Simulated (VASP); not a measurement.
# BaSi2C2 (Cmmm) in VASP: further runs

BaSi2C2 is run at these levels: PBE; tasks: single point.

All numbers are computed with VASP 6.6.1; they aren't measurements. Logs are shortened: lines on timing, memory, paths and dates and some standing lists are left out, and cuts for length are marked.

## 1. The cell of the first run

The structure is orthorhombic, space group Cmmm (No. 65). Conventional cell: a = 6.201 Å, b = 8.964 Å, c = 4.101 Å, α = 90.00°, β = 90.00°, γ = 90.00°. Ba (site symmetry mmm) has 8 C at 3.18 to 4.29 Å and 6 Si at 3.30 to 3.35 Å and 2 Ba at 4.10 Å within 4.3 Å. Si (site symmetry m2m) has 1 Si at 2.27 Å and 4 C at 2.44 Å within 3.0 Å. Within 1.8 Å of C (site symmetry 2mm) lie 1 C at 1.34 Å.

The cell was generated, and may not be a known phase.

## 2. Single point, PBE, collinear spin

INCAR

```
SYSTEM = BaSi2C2
  PREC = Accurate
  ENCUT = 520
  EDIFF = 1E-6
  ISMEAR = 0
  SIGMA = 0.1
  LREAL = .False.
  LASPH = .True.
  NELM = 150
  ALGO = Normal
  ISIF = 2
  LWAVE = .False.
  LCHARG = .True.
  ISPIN = 2
  MAGMOM = 0 0 0 1 1
  LORBIT = 11
  GGA = PE
  LELF = .True.
  LVHAR = .True.
  NBANDS = 25
```

KPOINTS

```
regular mesh
0
Gamma
  4 4 4
  0 0 0
```

POSCAR

```
BaSi2C2
1.0
    3.1002591696     -4.4819235529      0.0000000000
    3.1002591696      4.4819235529      0.0000000000
    0.0000000000      0.0000000000      4.1011155638
Ba Si C
1 2 2
Direct
    0.0000000000      0.0000000000      0.5000000000
    0.6265519337      0.3734480663      0.5000000000
    0.3734480663      0.6265519337      0.5000000000
    0.6084119181      0.6084119181      0.0000000000
    0.3915880819      0.3915880819      0.0000000000
```

Potentials or basis: VASP PAW PBE potentials, release 64 (Ba_sv, Si, C).

Launch:

```console
> cat potpaw_PBE.64/Ba_sv/POTCAR potpaw_PBE.64/Si/POTCAR potpaw_PBE.64/C/POTCAR > POTCAR
> mpirun -np 1 vasp_std > vasp.out
```

OUTCAR:

```text
SYSTEM = BaSi2C2
   PREC = Accurate
   ENCUT = 520
   EDIFF = 1E-6
   ISMEAR = 0
   LREAL = .False.
   LASPH = .True.
   NELM = 150
   ISIF = 2
   ISPIN = 2
   LORBIT = 11
   GGA = PE

 ion  position               nearest neighbor table
   1  0.000  0.000  0.500-   4 3.18   5 3.18   4 3.18   5 3.18   2 3.30   3 3.30   2 3.30   3 3.30
                             2 3.35   3 3.35
   2  0.627  0.373  0.500-   3 2.27   4 2.44   5 2.44   4 2.44   5 2.44   1 3.30   1 3.30   1 3.35

   3  0.373  0.627  0.500-   2 2.27   4 2.44   5 2.44   4 2.44   5 2.44   1 3.30   1 3.30   1 3.35

   4  0.608  0.608  0.000-   5 1.34   3 2.44   2 2.44   2 2.44   3 2.44   1 3.18   1 3.18
   5  0.392  0.392  0.000-   4 1.34   3 2.44   2 2.44   2 2.44   3 2.44   1 3.18   1 3.18

  LATTYP: Found a base centered orthorhombic cell.
 ALAT       =     6.2005183392
 B/A-ratio  =     1.4456609295
 C/A-ratio  =     0.6614149559

  Lattice vectors:

 A1 = (   3.1002591696,  -4.4819235529,   0.0000000000)
 A2 = (   3.1002591696,   4.4819235529,   0.0000000000)
 A3 = (   0.0000000000,   0.0000000000,   4.1011155638)

Analysis of symmetry for initial positions (statically):
=====================================================================
 Subroutine PRICEL returns:
 Original cell was already a primitive cell.

 Routine SETGRP: Setting up the symmetry group for a
 base centered orthorhombic supercell.

 Subroutine GETGRP returns: Found  8 space group operations
 (whereof  8 operations were pure point group operations)
 out of a pool of  8 trial point group operations.

The static configuration has the point symmetry D_2h.

Analysis of symmetry for dynamics (positions and initial velocities):
=====================================================================
 Subroutine PRICEL returns:
 Original cell was already a primitive cell.

 Routine SETGRP: Setting up the symmetry group for a
 base centered orthorhombic supercell.

 Subroutine GETGRP returns: Found  8 space group operations
 (whereof  8 operations were pure point group operations)
 out of a pool of  8 trial point group operations.

The dynamic configuration has the point symmetry D_2h.

Analysis of structural, dynamic, and magnetic symmetry:
=====================================================================
 Subroutine PRICEL returns:
 Original cell was already a primitive cell.

 Routine SETGRP: Setting up the symmetry group for a
 base centered orthorhombic supercell.

 Subroutine GETGRP returns: Found  8 space group operations
 (whereof  8 operations were pure point group operations)
 out of a pool of  8 trial point group operations.

The overall configuration has the point symmetry D_2h.
[... 136 lines left out ...]
 maximum number of plane-waves:      3108
 NGX is ok and might be reduce to    42
   NGX = 21   NGY = 21   NGZ = 15

 number of electron      26.0000000 magnetization      -0.0004680

 number of electron      26.0000000 magnetization       0.0000898

 Free energy of the ion-electron system (eV)
  ---------------------------------------------------
  ext. energy  EPLUGINS =         0.00000000
  ---------------------------------------------------
  free energy    TOTEN  =       -26.79914368 eV

  energy without entropy =      -26.79332005  energy(sigma->0) =      -26.79623186

 E-fermi :   3.4675     XC(G=0):  -8.7181

 val. band max:        3.3478088981   @ k =   0.5000   0.2500   0.0000
 cond. band min:       3.4740454138   @ k =   0.2500   0.0000   0.5000
 fundamental gap:      0.1262365157
 Fermi energy:         3.4675100784

 spin component 1

 k-point     1 :       0.0000    0.0000    0.0000
  band No.  band energies     occupation
      1     -24.3544      1.00000
      2     -12.1402      1.00000
      3      -9.7225      1.00000
      4      -9.6408      1.00000
      5      -9.4357      1.00000
      6      -4.0541      1.00000
[... 577 lines left out ...]
     24       9.7843      0.00000
     25      10.2648      0.00000
 Fermi energy:         3.4675100784

 spin component 2

 k-point     1 :       0.0000    0.0000    0.0000
  band No.  band energies     occupation
      1     -24.3543      1.00000
      2     -12.1402      1.00000
      3      -9.7225      1.00000
      4      -9.6408      1.00000
      5      -9.4357      1.00000
      6      -4.0541      1.00000
[... 577 lines left out ...]
     24       9.7843      0.00000
     25      10.2648      0.00000

------------------------ aborting loop because EDIFF is reached ----------------------------------------

  FORCE on cell =-STRESS in cart. coord.  units (eV):
  Direction    XX          YY          ZZ          XY          YZ          ZX
  --------------------------------------------------------------------------------------
  -------------------------------------------------------------------------------------
  Total        0.5206015      0.2952104      0.1843591     -0.0000000      0.0000000      0.0000000
  in kB        7.3184917      4.1499967      2.5916756     -0.0000000      0.0000000      0.0000000
  external PRESSURE =       4.6867213 kB  Pullay stress =       0.0000000 kB

 VOLUME and BASIS-vectors are now :
 -----------------------------------------------------------------------------
  energy-cutoff  :      520.00
  volume of cell :      113.97
      direct lattice vectors                 reciprocal lattice vectors
     3.100259170 -4.481923553  0.000000000     0.161276839 -0.111559243  0.000000000
     3.100259170  4.481923553  0.000000000     0.161276839  0.111559243  0.000000000
     0.000000000  0.000000000  4.101115564     0.000000000  0.000000000  0.243836094

 POSITION                                       TOTAL-FORCE (eV/Angst)
 -----------------------------------------------------------------------------------
      0.00000      0.00000      2.05056        -0.000000      0.000000      0.000000
      3.10026     -1.13439      2.05056        -0.000000      0.051981      0.000000
      3.10026      1.13439      2.05056        -0.000000     -0.051981     -0.000000
      3.77247      0.00000      0.00000         0.046162      0.000000     -0.000000
      2.42805      0.00000      0.00000        -0.046162      0.000000      0.000000
 -----------------------------------------------------------------------------------
    total drift:                               -0.000000     -0.000000      0.000000

  FREE ENERGIE OF THE ION-ELECTRON SYSTEM (eV)
  ---------------------------------------------------
  free  energy   TOTEN  =       -26.7991436798 eV

  energy  without entropy=      -26.7933200467  energy(sigma->0) =      -26.79623186

 total charge

# of ion       s       p       d       tot
------------------------------------------
    1        2.007   5.602   0.339   7.948
    2        0.885   0.713   0.000   1.598
    3        0.885   0.713   0.000   1.598
    4        0.931   1.453   0.000   2.384
    5        0.931   1.453   0.000   2.384
--------------------------------------------------
tot          5.640   9.932   0.339  15.911

 magnetization (x)

# of ion       s       p       d       tot
------------------------------------------
    1        0.000  -0.000  -0.000  -0.000
    2       -0.000  -0.000   0.000  -0.000
    3       -0.000  -0.000   0.000  -0.000
    4       -0.000  -0.000   0.000  -0.000
    5       -0.000  -0.000   0.000  -0.000
--------------------------------------------------
tot         -0.000  -0.000  -0.000  -0.000
```

OSZICAR:

```text
N       E                     dE             d eps       ncg     rms          rms(c)
DAV:   1     0.108607244926E+03    0.10861E+03   -0.10747E+04  2100   0.879E+02
DAV:   2    -0.191898430918E+02   -0.12780E+03   -0.12109E+03  2889   0.172E+02
DAV:   3    -0.282893740727E+02   -0.90995E+01   -0.89732E+01  2857   0.435E+01
DAV:   4    -0.285198579152E+02   -0.23048E+00   -0.23020E+00  3024   0.669E+00
DAV:   5    -0.285241637814E+02   -0.43059E-02   -0.43052E-02  2819   0.744E-01    0.982E+00
DAV:   6    -0.268239968619E+02    0.17002E+01   -0.94911E+00  2533   0.111E+01    0.528E+00
DAV:   7    -0.268348479086E+02   -0.10851E-01   -0.12558E+00  2416   0.466E+00    0.268E+00
DAV:   8    -0.267892863081E+02    0.45562E-01   -0.16752E-01  2692   0.201E+00    0.108E+00
DAV:   9    -0.267949901285E+02   -0.57038E-02   -0.32621E-02  2523   0.103E+00    0.382E-01
DAV:  10    -0.267969924706E+02   -0.20023E-02   -0.78209E-03  2675   0.411E-01    0.160E-01
DAV:  11    -0.267984316994E+02   -0.14392E-02   -0.17071E-03  2484   0.199E-01    0.875E-02
DAV:  12    -0.267989378928E+02   -0.50619E-03   -0.42461E-04  2539   0.102E-01    0.421E-02
DAV:  13    -0.267991201523E+02   -0.18226E-03   -0.23513E-04  2437   0.708E-02    0.178E-02
DAV:  14    -0.267991386199E+02   -0.18468E-04   -0.22020E-05  2714   0.225E-02    0.814E-03
DAV:  15    -0.267991430132E+02   -0.43933E-05   -0.48682E-06  2412   0.955E-03    0.389E-03
DAV:  16    -0.267991436798E+02   -0.66658E-06   -0.75869E-07  2221   0.421E-03
   1 F= -.26799144E+02 E0= -.26796232E+02  d E =-.582363E-02  mag=    -0.0000
```

stdout:

```text
POSCAR found type information on POSCAR BaSiC
 POSCAR found :  3 types and       5 ions
 scaLAPACK will be used
 LDA part: xc-table for (Slater+PW92), standard interpolation
 POSCAR, INCAR and KPOINTS ok, starting setup
 FFT: planning ... GRIDC
 FFT: planning ... GRID_SOFT
 FFT: planning ... GRID
 WAVECAR not read
 entering main loop
```

It took 2.5 min on 1 thread of Oxide Virtual Turin-like, shared host; peak memory 0.29 GiB.

Results:

| Property | Result |
| --- | --- |
| Free energy | -26.7991 eV |
| Pressure | 0.5 GPa |
| Largest force | 0.052 eV/Å |
| Band gap on the k mesh | zero (filled and empty bands overlap) |
| Net moment | 0.00 μB per cell |
| Valence electrons inside the program's atomic spheres | Ba 7.95; Si 1.60; C 2.38 |

Forces in eV/Å, atoms in the order of the input:
```
Ba   0.000  0.000  0.000
Si   0.000  0.052  0.000
Si   0.000 -0.052  0.000
C    0.046  0.000  0.000
C   -0.046  0.000  0.000
```

Stress tensor (GPa, compression positive):
```
0.73 0.00 0.00
0.00 0.41 0.00
0.00 0.00 0.26
```

Levels at points of the mesh, in eV from the Fermi level:
Spin up:
```
           k point  band 10  band 11  band 12  band 13  band 14  band 15  band 16  band 17
(0.00, 0.00, 0.00)    -2.92    -2.78    -2.02    -1.10     0.90     1.50     2.43     2.43
(0.50, 0.00, 0.00)    -2.20    -2.00    -1.86    -0.28     0.47     1.61     2.09     2.18
(0.50, 0.50, 0.00)    -2.85    -1.76    -1.25     0.08     0.25     0.74     1.23     2.43
(0.00, 0.00, 0.50)    -3.22    -2.99    -1.55    -1.05     1.06     1.36     1.49     2.01
(0.50, 0.00, 0.50)    -3.47    -3.00    -2.07     0.24     1.15     1.96     2.30     2.52
(0.50, 0.50, 0.50)    -2.74    -2.13    -1.59     1.12     1.49     1.64     2.07     2.45
```
Spin down:
```csv
k point,band 9,band 10,band 11,band 12,band 13,band 14,band 15,band 16,band 17,band 18
"(0.00, 0.00, 0.00)",-6.03,-2.92,-2.78,-2.02,-1.10,0.90,1.50,2.43,2.43,4.09
"(0.50, 0.00, 0.00)",-6.11,-2.20,-2.00,-1.86,-0.28,0.47,1.61,2.09,2.18,2.59
"(0.50, 0.50, 0.00)",-6.00,-2.85,-1.76,-1.25,0.08,0.25,0.74,1.23,2.43,4.47
"(0.00, 0.00, 0.50)",-4.47,-3.22,-2.99,-1.55,-1.05,1.06,1.36,1.49,2.01,4.21
"(0.50, 0.00, 0.50)",-4.92,-3.47,-3.00,-2.07,0.24,1.15,1.96,2.30,2.52,3.43
"(0.50, 0.50, 0.50)",-5.16,-2.74,-2.13,-1.59,1.12,1.49,1.64,2.07,2.45,3.59
```

Caveat: the k points lie up to 0.38 Å⁻¹ apart, too coarse for converged energies and pressures of a metal; spin-orbit coupling is left out, which moves the levels of the heavy elements.

(Continued in part 2 of 2.)

The gap in the log of VASP goes by the Fermi energy; the results here count the filled bands.